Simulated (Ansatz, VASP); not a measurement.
**InSb3 in VASP and in Ansatz**

INCAR

```
SYSTEM = InSb3
ALGO = Normal
EDIFF = 1E-6
ENCUT = 520
GGA = PE
ISIF = 2
ISMEAR = 0
LASPH = .TRUE.
LCHARG = .FALSE.
LREAL = .FALSE.
LWAVE = .FALSE.
NBANDS = 22
NELM = 80
PREC = Accurate
SIGMA = 0.15
```

The input KPOINTS:

```
k-points
0
G
  8 8 8
  0 0 0
```

The input POSCAR:

```
InSb3
1.0
    4.9101399550      0.0000000000      0.0000000000
    0.0000000000      4.9101399550      0.0000000000
    0.0000000000      0.0000000000      4.9101399550
In Sb
1 3
Direct
    0.0000000000      0.0000000000      0.0000000000
    0.5000000000      0.0000000000      0.5000000000
    0.0000000000      0.5000000000      0.5000000000
    0.5000000000      0.5000000000      0.0000000000
```

Input for Ansatz:

```yaml
crystal:
  lattice:
    - [4.910139955, 0.0, 0.0]
    - [0.0, 4.910139955, 0.0]
    - [0.0, 0.0, 4.910139955]
  atoms:
    - { symbol: In, position: [0.0, 0.0, 0.0] }
    - { symbol: Sb, position: [0.5, 0.0, 0.5] }
    - { symbol: Sb, position: [0.0, 0.5, 0.5] }
    - { symbol: Sb, position: [0.5, 0.5, 0.0] }
basis:
  ecutwfc: 420
kpoints:
  mp_grid: { grid: [8, 8, 8] }
hamiltonian:
  xc: pbe
  pseudopotentials: { kind: paw, azcp: { folder: soft_1 } }
scf:
  occupations: { method: gaussian, width: 0.15 }
output:
  forces: true
  stress: true
  eigenvalues: true
```

Change from the starting cell: equal engineering shear yz, xz and xy +0.0000, equal normal strain along x, y and z +0.0200.

Alike in both runs: task single point; functional PBE; k mesh 8 × 8 × 8; occupations gaussian, width 0.15 eV; no spin polarisation.

|  | VASP | Ansatz |
| --- | --- | --- |
| version | VASP 6.6.1 | Ansatz 0.2.0 |
| potentials or method | VASP PAW PBE potentials, release 64 (In_d, Sb), cutoff 520 eV | scalar-relativistic, plane waves, PAW |
| valence electrons in the cell | 28 | 58 |

VASP gave:

| Property | Result |
| --- | --- |
| gap on the k mesh at the Fermi level (eV) | none |
| pressure (GPa) | -2.7 |

Question: Which values does Ansatz return?

Answer: gap on the k mesh at the Fermi level (eV): none; pressure (GPa): -2.6.

A gap of «none» marks a metal or a gap that the smearing closes. With one functional, cell and mesh, what is left measures potentials, basis and numerics. VASP's potentials hold 28 valence electrons a cell and Ansatz's 58, so a difference there can come from the potentials and not from the codes.

Spin-orbit coupling is off throughout.
